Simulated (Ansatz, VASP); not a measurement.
SiNi in VASP and in Ansatz

```xyz
8
Lattice="5.0459 0.0000 0.0000 0.0000 3.3323 0.0000 0.0000 0.0000 5.4803" Properties=species:S:1:pos:R:3 pbc="T T T"
Si    1.6163    2.4992    0.4756
Si    0.9067    0.8331    3.2157
Si    4.1392    2.4992    2.2646
Si    3.4296    0.8331    5.0047
Ni    0.0464    0.8331    1.0293
Ni    2.4766    2.4992    3.7695
Ni    2.5693    0.8331    1.7108
Ni    4.9995    2.4992    4.4510
```

Alike in both runs: functional LDA; k mesh 8 × 10 × 6; occupations gaussian, width 0.1 eV; no spin polarisation.

Ansatz relaxed the structure, and its values are those at the end. VASP's run is a single point on that final structure, the one shown.

|  | VASP | Ansatz |
| --- | --- | --- |
| version | VASP 6.6.1 | Ansatz 0.2.0 |
| potentials or method | VASP PAW LDA potentials, release 64 (Si, Ni), cutoff 520 eV | scalar-relativistic, plane waves, PAW |
| valence electrons in the cell | 56 | 88 |

|  | VASP | Ansatz | Ansatz less VASP |
| --- | --- | --- | --- |
| gap on the k mesh at the Fermi level (eV) | none | none | - |
| pressure (GPa) | 0.3 | 0.0 | -0.33 |
| rms of the force components (eV/Å) | 0.007 | 0.001 | -0.0061 |

LDA's correlation is that of Perdew and Zunger in VASP and of Perdew and Wang (1992) in Ansatz. A gap of «none» marks a metal or a gap that the smearing closes. VASP's potentials hold 56 valence electrons a cell and Ansatz's 88, so a difference there can come from the potentials and not from the codes.
